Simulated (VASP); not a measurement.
Here is a VASP 6.6.1 calculation.

The input POSCAR:

```
KCl
1.0
    0.0000000000      3.0574203817      3.1689867190
    3.0574203817      0.0000000000      3.1689867190
    3.0574203817      3.0574203817      0.0000000000
K Cl
1 1
Direct
    0.0000000000      0.0000000000      0.0000000000
    0.5000000000      0.5000000000      0.5000000000
```

Contents of INCAR.step1:

```
SYSTEM = KCl
PREC     = Accurate       ! precision mode
ENCUT    = 520            ! plane-wave cutoff, eV
ISMEAR   = 0              ! smearing method
SIGMA    = 0.01           ! smearing width, eV
LREAL    = .False.        ! projectors in reciprocal space
LASPH    = .True.         ! aspherical terms in the spheres
NELM     = 60             ! most SCF steps
NBANDS   = 15             ! bands
GGA      = PE             ! functional
ALGO     = Normal         ! electronic algorithm
EDIFF    = 1E-4           ! SCF threshold, eV
LWAVE    = .True.         ! write WAVECAR
LCHARG   = .False.        ! write CHGCAR
```

INCAR.step2

```
SYSTEM = KCl
PREC     = Accurate       ! precision mode
ENCUT    = 520            ! plane-wave cutoff, eV
EDIFF    = 1E-6           ! SCF threshold, eV
ISMEAR   = 0              ! smearing method
SIGMA    = 0.01           ! smearing width, eV
LREAL    = .False.        ! projectors in reciprocal space
LASPH    = .True.         ! aspherical terms in the spheres
NELM     = 60             ! most SCF steps
ALGO     = Normal         ! electronic algorithm
ISIF     = 2              ! what is computed and relaxed
LWAVE    = .False.        ! write WAVECAR
LCHARG   = .False.        ! write CHGCAR
METAGGA  = R2SCAN         ! meta-GGA
LMIXTAU  = .True.       
NBANDS   = 15             ! bands
ISTART   = 1
```

File KPOINTS:

```
Automatic mesh
0
Gamma
  8 8 8
  0 0 0
```

Potentials or basis: VASP PAW PBE potentials, release 64 (K_sv, Cl).

Run with:

```sh
$ cat potpaw_PBE.64/K_sv/POTCAR potpaw_PBE.64/Cl/POTCAR > POTCAR
$ cp INCAR.step1 INCAR
$ mpirun -np 1 vasp_std > vasp.out
$ cp INCAR.step2 INCAR
$ mpirun -np 1 vasp_std > vasp.out
```

Predict the band gap on the k mesh.

5.99 eV.

Predict the pressure.

1.2 GPa.

Stress tensor (GPa, compression positive):
```
 1.76  0.00  0.00
 0.00  1.76  0.00
 0.00  0.00 -0.01
```

Caveat: the cell differs from its parent crystal (epitaxial xy strain -2.8%); the PAW data sets were made with another functional, which shifts forces and pressure a little. A k mesh can miss the band edges.
